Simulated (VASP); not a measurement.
# Mg (P6_3/mmc) in VASP: further runs, part 3 of 3

VASP 6.6.1.

### Step 4. Single point, PBE

This run uses another cell than the first one, of 23.24 Å³/atom, 0.962 times its volume.

Input file INCAR:

```
PREC = Accurate
ENCUT = 520
EDIFF = 1E-7
ISMEAR = -1
SIGMA = 0.05
LREAL = False
LASPH = True
NELM = 100
ALGO = Normal
ISIF = 2
LWAVE = False
LCHARG = False
GGA = PE
NBANDS = 9
```

Input file KPOINTS:

```
regular mesh
0
Gamma
  3 3 2
```

Input file POSCAR:

```
Mg
1.0
    3.2093000000      0.0000000000      0.0000000000
   -1.6046500000      2.7793353284      0.0000000000
    0.0000000000      0.0000000000      5.2103000000
Mg
2
Direct
    0.6666666667      0.3333333333      0.7500000000
    0.3333333333      0.6666666667      0.2500000000
```

Potentials or basis: VASP PAW PBE potentials, release 64 (Mg).

Started as:

```bash
> cat potpaw_PBE.64/Mg/POTCAR > POTCAR
> mpirun -np 1 vasp_std > vasp.out
```

OUTCAR:

```text
PREC = Accurate
   ENCUT = 520
   EDIFF = 1E-7
   ISMEAR = -1
   LREAL = False
   LASPH = True
   NELM = 100
   ISIF = 2
   GGA = PE

 ion  position               nearest neighbor table
   1  0.667  0.333  0.750-   2 3.20   2 3.20   2 3.20   2 3.20   2 3.20   2 3.20
   2  0.333  0.667  0.250-   1 3.20   1 3.20   1 3.20   1 3.20   1 3.20   1 3.20

  LATTYP: Found a hexagonal cell.
 ALAT       =     3.2093000000
 C/A-ratio  =     1.6235004518

  Lattice vectors:

 A1 = (   3.2093000000,   0.0000000000,   0.0000000000)
 A2 = (  -1.6046500000,   2.7793353284,   0.0000000000)
 A3 = (   0.0000000000,   0.0000000000,   5.2103000000)

Analysis of symmetry for initial positions (statically):
=====================================================================
 Subroutine PRICEL returns:
 Original cell was already a primitive cell.

 Routine SETGRP: Setting up the symmetry group for a
 hexagonal supercell.

 Subroutine GETGRP returns: Found 24 space group operations
 (whereof 12 operations were pure point group operations)
 out of a pool of 24 trial point group operations.

The static configuration has the point symmetry D_3d.
 The point group associated with its full space group is D_6h.

Analysis of symmetry for dynamics (positions and initial velocities):
=====================================================================
 Subroutine PRICEL returns:
 Original cell was already a primitive cell.

 Routine SETGRP: Setting up the symmetry group for a
 hexagonal supercell.

 Subroutine GETGRP returns: Found 24 space group operations
 (whereof 12 operations were pure point group operations)
 out of a pool of 24 trial point group operations.

The dynamic configuration has the point symmetry D_3d.
 The point group associated with its full space group is D_6h.

 Subroutine INISYM returns: Found 24 space group operations
 (whereof 12 operations are pure point group operations),
 and found     1 'primitive' translations

----------------------------------------------------------------------------------------

                                     Primitive cell

  volume of cell :      46.4744

  direct lattice vectors                    reciprocal lattice vectors
     3.209300000  0.000000000  0.000000000     0.311594429  0.179899127  0.000000000
    -1.604650000  2.779335328  0.000000000     0.000000000  0.359798255  0.000000000
     0.000000000  0.000000000  5.210300000     0.000000000  0.000000000  0.191927528

  length of vectors
     3.209300000  3.209300000  5.210300000     0.359798255  0.359798255  0.191927528

  position of ions in fractional coordinates (direct lattice)
     0.666666667  0.333333333  0.750000000
     0.333333333  0.666666667  0.250000000

  ion indices of the primitive-cell ions
   primitive index   ion index
                 1           1
                 2           2

----------------------------------------------------------------------------------------

 KPOINTS: regular mesh

Automatic generation of k-mesh.
 Grid dimensions read from file:
 generate k-points for:    3    3    2

 Generating k-lattice:

  Cartesian coordinates                     Fractional coordinates (reciprocal lattice)
     0.103864810  0.059966376  0.000000000     0.333333333 -0.000000000  0.000000000
     0.000000000  0.119932752  0.000000000     0.000000000  0.333333333  0.000000000
     0.000000000  0.000000000  0.095963764     0.000000000  0.000000000  0.500000000

  Length of vectors
     0.119932752  0.119932752  0.095963764

  Shift w.r.t. Gamma in fractional coordinates (k-lattice)
     0.000000000  0.000000000  0.000000000

 Subroutine IBZKPT returns following result:
 ===========================================

 Found      6 irreducible k-points:

 Following reciprocal coordinates:
            Coordinates               Weight
  0.000000  0.000000  0.000000      1.000000
  0.333333  0.000000  0.000000      6.000000
  0.333333  0.333333  0.000000      2.000000
  0.000000  0.000000  0.500000      1.000000
  0.333333  0.000000  0.500000      6.000000
  0.333333  0.333333  0.500000      2.000000
   k-points           NKPTS =      6   k-points in BZ     NKDIM =      6   number of bands    NBANDS=      9
   number of dos      NEDOS =    301   number of ions     NIONS =      2
   total plane-waves  NPLWV =  23040
   dimension x,y,z NGX =    24 NGY =   24 NGZ =   40
   dimension x,y,z NGXF=    48 NGYF=   48 NGZF=   80
   ions per type =               2
   NGX,Y,Z   is equivalent  to a cutoff of  12.43, 12.43, 12.76 a.u.
   NGXF,Y,Z  is equivalent  to a cutoff of  24.86, 24.86, 25.53 a.u.
 SYSTEM =  unknown system
   PREC   = accura    normal or accurate (medium, high low for compatibility)
   ISTART =      0    job   : 0-new  1-cont  2-samecut
   ICHARG =      2    charge: 1-file 2-atom 10-const
   ISPIN  =      1    spin polarized calculation?
   LNONCOLLINEAR =      F non collinear calculations
   LSORBIT =      F    spin-orbit coupling
   LASPH  =      T    aspherical Exc in radial PAW
   ENCUT  =  520.0 eV  38.22 Ry    6.18 a.u.   5.97  5.97  9.69*2*pi/ulx,y,z
   NELM   =    100;   NELMIN=  2; NELMDL= -5     # of ELM steps
   EDIFF  = 0.1E-06   stopping-criterion for ELM
   LREAL  =      F    real-space projection
   EDIFFG = 0.1E-05   stopping-criterion for IOM
   NSW    =      0    number of steps for IOM
   IBRION =     -1    ionic relax: 0-MD 1-quasi-New 2-CG
   NFREE  =      0    steps in history (QN), initial steepest desc. (CG)
   ISIF   =      2    stress and relaxation
   ISYM   =      2    0-nonsym 1-usesym 2-fastsym
   POTIM  = 0.5000    time-step for ionic-motion
   TEBEG  =    0.0;   TEEND  =   0.0 temperature during run
   PSTRESS=    0.0 pullay stress
   NELECT =       4.0000    total number of electrons
   NUPDOWN=      -1.0000    fix difference up-down
   EMIN   =  10.00;   EMAX   =-10.00  energy-range for DOS
   EFERMI =   0.00;   METHOD = LEGACY
   ISMEAR =    -1;   SIGMA  =   0.05  broadening in eV -4-tet -1-fermi 0-gaus
   EFERMI_NEDOS =   21; number of points for ismear=-14 and -15
   IALGO  =     38    algorithm
   IMIX   =      4    mixing-type and parameters
     AMIX     =   0.40;   BMIX     =  1.00
     AMIX_MAG =   1.60;   BMIX_MAG =  1.00
  volume/ion in A,a.u.               =      23.24       156.81
  Fermi-wavevector in a.u.,A,eV,Ry     =   0.722809  1.365911  7.108401  0.522453
  Thomas-Fermi vector in A             =   1.812866
   LORBIT       =      0    0 simple, 1 ext, 2 COOP (PROOUT), +10 PAW based schemes
   GGA     = PE    functional components
   LHFCALC =     F    Hartree Fock is set to
   AEXX    =    0.0000 exact exchange contribution
   IVDW    =     0    specifies the selected vdW correction
   LEPSILON=     F    determine dielectric tensor
   LRPA    =     F    only Hartree local field effects (RPA)
 non-spin polarized calculation
  energy-cutoff  :      520.00
  volume of cell :       46.47
 maximum number of plane-waves:      1272
 NGX is ok and might be reduce to    24
   NGX = 11   NGY = 11   NGZ = 19

 number of electron       4.0000000 magnetization

 Free energy of the ion-electron system (eV)
  ---------------------------------------------------
  ext. energy  EPLUGINS =         0.00000000
  ---------------------------------------------------
  free energy    TOTEN  =        -2.32154712 eV

  energy without entropy =       -2.29057097  energy(sigma->0) =       -2.30605904

 E-fermi :   2.9210     XC(G=0):  -8.4510

 val. band max:        2.9145639688   @ k =   0.3333   0.0000   0.0000
 cond. band min:       3.1431447775   @ k =   0.3333   0.0000   0.0000
 fundamental gap:      0.2285808087
 Fermi energy:         2.9210235717

 k-point     1 :       0.0000    0.0000    0.0000
  band No.  band energies     occupation
      1      -4.3045      2.00000
      2       0.9258      2.00000
      3       1.3169      2.00000
      4      13.4290      0.00000
      5      13.4290      0.00000
      6      13.5392      0.00000
      7      13.5392      0.00000
      8      14.3348      0.00000
      9      15.9161      0.00000
[... 49 lines left out ...]
 k-point     6 :       0.3333    0.3333    0.5000
  band No.  band energies     occupation
      1       2.7900      1.86438
      2       2.7900      1.86438
      3       3.2320      0.00397
      4       3.2320      0.00397
      5       4.1062      0.00000
      6       4.1062      0.00000
      7      13.3861      0.00000
      8      13.3861      0.00000
      9      13.6043      0.00000

------------------------ aborting loop because EDIFF is reached ----------------------------------------

  FORCE on cell =-STRESS in cart. coord.  units (eV):
  Direction    XX          YY          ZZ          XY          YZ          ZX
  --------------------------------------------------------------------------------------
  -------------------------------------------------------------------------------------
  Total        0.3870159      0.3870159     -0.7221364      0.0000000      0.0000000     -0.0000000
  in kB       13.3421371     13.3421371    -24.8952127      0.0000000      0.0000000     -0.0000000
  external PRESSURE =       0.5963538 kB  Pullay stress =       0.0000000 kB

 VOLUME and BASIS-vectors are now :
 -----------------------------------------------------------------------------
  energy-cutoff  :      520.00
  volume of cell :       46.47
      direct lattice vectors                 reciprocal lattice vectors
     3.209300000  0.000000000  0.000000000     0.311594429  0.179899127  0.000000000
    -1.604650000  2.779335328  0.000000000     0.000000000  0.359798255  0.000000000
     0.000000000  0.000000000  5.210300000     0.000000000  0.000000000  0.191927528

 POSITION                                       TOTAL-FORCE (eV/Angst)
 -----------------------------------------------------------------------------------
      1.60465      0.92645      3.90773         0.000000     -0.000000      0.000000
     -0.00000      1.85289      1.30258        -0.000000      0.000000      0.000000
 -----------------------------------------------------------------------------------
    total drift:                                0.000000     -0.000000      0.000000

  FREE ENERGIE OF THE ION-ELECTRON SYSTEM (eV)
  ---------------------------------------------------
  free  energy   TOTEN  =        -2.3215471246 eV

  energy  without entropy=       -2.2905709653  energy(sigma->0) =       -2.30605904
```

It took 7.8 s on 1 thread of Intel Xeon 8259CL, shared host; peak memory 0.15 GiB.

What came out:

```yaml
Free_energy: -2.3215 eV
Pressure: 0.1 GPa
Band_gap_on_the_k_mesh: zero (band 2 reaches 2.91 eV, above the bottom of band 3 at 1.32 eV)
```

Stress tensor (GPa, compression positive):
```
 1.33  0.00  0.00
 0.00  1.33  0.00
 0.00  0.00 -2.49
```

Caveat: the k points lie up to 0.75 Å⁻¹ apart.

### Step 5. Single point, PBE+D3(BJ)

This run uses another cell than the first one, of 21.84 Å³/atom, 0.904 times its volume.

Input file INCAR:

```
SYSTEM = Mg
PREC = Accurate
ENCUT = 520
EDIFF = 1E-7
ISMEAR = -1
SIGMA = 0.05
LREAL = .FALSE.
LASPH = .TRUE.
NELM = 100
ALGO = Normal
ISIF = 2
LWAVE = .FALSE.
LCHARG = .FALSE.
GGA = PE
IVDW = 12
NBANDS = 9
```

Input file KPOINTS:

```
Automatic mesh
0
G
  10 10 5
  0 0 0
```

Input file POSCAR:

```
Mg
1.0
    3.1437856987      0.0000000000      0.0000000000
   -1.5718928494      2.7225982792      0.0000000000
    0.0000000000      0.0000000000      5.1039375022
Mg
2
Direct
    0.6666666667      0.3333333333      0.7500000000
    0.3333333333      0.6666666667      0.2500000000
```

Started as:

```bash
> cat potpaw_PBE.64/Mg/POTCAR > POTCAR
> mpirun -np 1 vasp_std > vasp.out
```

Wall time 15 s (1 thread of Intel Xeon 8259CL, shared host); peak memory 0.17 GiB.

Results (log left out):

```yaml
Free_energy: -3.5912 eV
Pressure: -0.3 GPa
Band_gap_on_the_k_mesh: zero (band 2 reaches 3.54 eV, above the bottom of band 3 at 1.66 eV)
Dispersion_energy_per_atom: -0.298 eV
```

Stress tensor (GPa, compression positive):
```
-0.65  0.00  0.00
 0.00 -0.65  0.00
 0.00  0.00  0.41
```

Levels at points of the mesh, in eV from the Fermi level:
```tsv
k point	band 1	band 2	band 3	band 4	band 5	band 6
(0.00, 0.00, 0.00)	-7.18	-1.79	-1.27	11.20	11.20	11.42
(0.50, 0.00, 0.00)	-2.26	-2.20	2.71	3.01	3.40	3.79
```

Caveat: pairwise dispersion overbinds metals, which lowers pressure and volume.

### Step 6. Single point, PBEsol+D3(BJ)

This run uses another cell than the first one, of 21.84 Å³/atom, 0.904 times its volume.

Input file INCAR:

```
SYSTEM = Mg
PREC = Accurate
ENCUT = 520
EDIFF = 1E-6
ISMEAR = -1
SIGMA = 0.05
LREAL = .FALSE.
LASPH = .TRUE.
NELM = 60
ALGO = Normal
ISIF = 2
LWAVE = .FALSE.
LCHARG = .TRUE.
GGA = PS
IVDW = 12
LELF = .TRUE.
LVHAR = .TRUE.
NBANDS = 9
```

Input file KPOINTS:

```
regular mesh
0
G
  10 10 5
  0 0 0
```

POSCAR is that of step 5.

Potentials or basis: VASP PAW PBE potentials, release 64 (Mg).

Started as:

```bash
> cat potpaw_PBE.64/Mg/POTCAR > POTCAR
> mpirun -np 1 vasp_std > vasp.out
```

Wall time 14 s (1 thread of Intel Xeon 8259CL, shared host); peak memory 0.17 GiB.

Results (log left out):

```
Free energy                : -3.9875 eV
Pressure                   : -0.9 GPa
Band gap on the k mesh     : zero (band 2 reaches 3.50 eV, above the bottom of band 3 at 1.62 eV)
Dispersion energy per atom : -0.275 eV
```

Stress tensor (GPa, compression positive):
```
-1.25  0.00  0.00
 0.00 -1.25  0.00
 0.00  0.00 -0.20
```

Levels at points of the mesh, in eV from the Fermi level:
| k point | band 1 | band 2 | band 3 | band 4 | band 5 | band 6 | band 7 |
| --- | --- | --- | --- | --- | --- | --- | --- |
| (0.00, 0.00, 0.00) | -7.18 | -1.80 | -1.27 | 11.19 | 11.19 | 11.41 | 11.41 |
| (0.50, 0.00, 0.00) | -2.26 | -2.20 | 2.70 | 3.01 | 3.39 | 3.80 | 7.10 |

Caveat: the PAW data sets were made with another functional, which shifts forces and pressure a little; pairwise dispersion overbinds metals, which lowers pressure and volume.

### Step 7. Overview

| level | cell | k mesh | grid for exact exchange (PRECFOCK) | gap on the mesh (eV) | pressure (GPa) |
| --- | --- | --- | --- | --- | --- |
| r2SCAN0 | a = 3.252, b = 3.252, c = 5.279 Å, angles 90.0, 90.0, 120.0°, 2 atoms | 5 × 5 × 3 | Normal | none | -2.5 |
| r2SCAN0 | a = 3.272, b = 3.272, c = 5.312 Å, angles 90.0, 90.0, 120.0°, 2 atoms | 5 × 5 × 3 | Normal | none | -3.1 |
| PBE | a = 3.209, b = 3.209, c = 5.210 Å, angles 90.0, 90.0, 120.0°, 2 atoms | 3 × 3 × 2 | - | none | 0.1 |
| PBE+D3(BJ) | a = 3.144, b = 3.144, c = 5.104 Å, angles 90.0, 90.0, 120.0°, 2 atoms | 10 × 10 × 5 | - | none | -0.3 |
| PBEsol+D3(BJ) | a = 3.144, b = 3.144, c = 5.104 Å, angles 90.0, 90.0, 120.0°, 2 atoms | 10 × 10 × 5 | - | none | -0.9 |

Alike in all rows: task single point; potentials or basis VASP PAW PBE potentials, release 64 (Mg); no spin polarisation; cutoff (eV) 520; smearing fermi-dirac 0.05 eV.

Caveats: some runs use coarse meshes; the PAW data sets were made with another functional, which shifts forces and pressure a little (some runs); pairwise dispersion overbinds metals, which lowers pressure and volume (some runs).

Absolute energies hang on the potentials; compare differences alone.
